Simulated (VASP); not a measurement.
A run of VASP 6.6.1 is set up as follows.

File POSCAR:

```
BAs
1.0
    0.0000000000      2.3885000000      2.3885000000
    2.3885000000      0.0000000000      2.3885000000
    2.3885000000      2.3885000000      0.0000000000
B As
1 1
Direct
    0.0000000000      0.0000000000      0.0000000000
    0.2500000000      0.2500000000      0.2500000000
```

The input INCAR.step1:

```
  PREC = Accurate
  ENCUT = 500
  EDIFF = 1E-8
  ISMEAR = 0
  SIGMA = 0.01
  LREAL = F
  LASPH = T
  NELM = 60
  ALGO = Normal
  LWAVE = T
  LCHARG = F
  GGA = PE
```

The input INCAR.step2:

```
  PREC = Accurate
  ENCUT = 500
  EDIFF = 1E-8
  ISMEAR = 0
  SIGMA = 0.01
  LREAL = F
  LASPH = T
  NELM = 1
  ALGO = Exact
  LWAVE = T
  LCHARG = F
  GGA = PE
  NBANDS = 275
  LOPTICS = T
  ISTART = 1
```

Contents of INCAR.step3:

```
  PREC = Accurate
  ENCUT = 500
  EDIFF = 1E-8
  ISMEAR = 0
  SIGMA = 0.01
  LREAL = F
  LASPH = T
  ALGO = EVGW0
  LWAVE = F
  LCHARG = F
  GGA = PE
  NELMGW = 1
  NBANDS = 275
  ENCUTGW = 180.0
  NOMEGA = 48
  PRECFOCK = Fast
  ISTART = 1
  NBANDSGW = 12
```

KPOINTS

```
regular mesh
0
Gamma
  2 2 2
```

Potentials or basis: VASP PAW PBE potentials, release 64 (B_GW, As_GW).

The run is started by

```bash
$ cat potpaw_PBE.64/B_GW/POTCAR potpaw_PBE.64/As_GW/POTCAR > POTCAR
$ cp INCAR.step1 INCAR
$ mpirun -np 1 vasp_std > vasp.out
$ cp INCAR.step2 INCAR
$ mpirun -np 1 vasp_std > vasp.out
$ cp INCAR.step3 INCAR
$ mpirun -np 1 vasp_std > vasp.out
```

**Question.** Predict the quasiparticle gap.

**Answer.** 1.77 eV.

**Question.** What does it give for the least direct quasiparticle gap?

**Answer.** 4.03 eV.

**Question.** Estimate the band gap of the starting levels on the mesh.

**Answer.** 1.28 eV.

**Question.** Predict the least direct gap of the starting levels on the mesh.

**Answer.** 3.14 eV.

Caveat: the k points lie up to 1.14 Å⁻¹ apart; bands, screening cutoff and mesh are small and nothing is extrapolated, so the quasiparticle values aren't converged.
